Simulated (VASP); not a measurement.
Sn11CO24 (a cell with a defect), 36 atoms in the cell. The cell holds a defect, 36 atoms: a = 6.827 Å, b = 6.827 Å, c = 9.723 Å, α = 90.00°, β = 90.00°, γ = 89.07°. 

* Program: VASP 6.6.1
* Task: single point
* Functional: PBE
* Potentials or basis: VASP PAW PBE potentials, release 64 (C, Sn_d, O)
* Cutoff: 520 eV
* k mesh: 3 × 3 × 2
* Occupations: fermi-dirac, width 0.01 eV
* Spin: no spin polarisation
* Dipole correction: no
* Further INCAR settings: LREAL = Auto; ALGO = Normal; EDIFF = 1e-06; NBANDS = 175

Potentials or basis: VASP PAW PBE potentials, release 64 (C, Sn_d, O).

Run with:

```bash
$ cat potpaw_PBE.64/C/POTCAR potpaw_PBE.64/Sn_d/POTCAR potpaw_PBE.64/O/POTCAR > POTCAR
$ mpirun -np 1 vasp_std > vasp.out
```

Hardware: 1 thread of Intel Xeon 6975P-C, with other jobs on the host.

**Question.** Estimate the wall time of this run.

**Answer.** It took 30 min on 1 thread of Intel Xeon 6975P-C (shared host), peak memory 0.78 GiB. Counts: scf iterations 15, k points 10.
